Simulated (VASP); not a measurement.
YTiTe3: single point with PBE

YTiTe3:

```
CELL_PARAMETERS angstrom
5.34592 0.00000 0.00000
0.00000 5.34592 0.00000
0.00000 0.00000 5.34592
ATOMIC_POSITIONS crystal
Y 0.50000 0.50000 0.50000
Ti 0.00000 0.00000 0.00000
Te 0.50000 0.00000 0.00000
Te 0.00000 0.50000 0.00000
Te 0.00000 0.00000 0.50000
```

The cell was generated, and may not be a known phase.

```yaml
Program: VASP 6.6.1
Task: single point
Functional: PBE
Potentials_or_basis: VASP PAW PBE potentials, release 64 (Y_sv, Ti_sv, Te)
Cutoff: 520 eV
k_mesh: 4 × 4 × 4
Occupations: gaussian, width 0.1 eV
Spin: no spin polarisation
```

The pressure is -0.3 GPa and the band gap on the k mesh is zero (an odd number of electrons rules out a gap without spin polarisation).

Levels at points of the mesh, in eV from the Fermi level:
```
           k point  band 16  band 17  band 18  band 19  band 20  band 21  band 22  band 23  band 24  band 25
(0.00, 0.00, 0.00)    -1.61    -1.61    -0.79    -0.79    -0.79    -0.57    -0.57    -0.57    -0.46    -0.16
(0.50, 0.00, 0.00)    -3.17    -3.17    -2.80    -1.15    -1.15    -0.57     0.43     0.66     0.73     0.89
(0.50, 0.50, 0.00)    -3.35    -3.14    -2.70    -2.70    -0.41     0.26     0.54     0.54     0.58     0.61
(0.50, 0.50, 0.50)    -3.34    -3.34    -0.62     0.11     0.11     0.11     0.70     0.70     0.70     0.76
```

It took 47 s on 1 thread of Intel(R) Xeon(R) 6975P-C (Granite Rapids), with other jobs on the host, peak memory 0.26 GiB.

Caveat: spin-orbit coupling is left out, which moves the levels of the heavy elements.
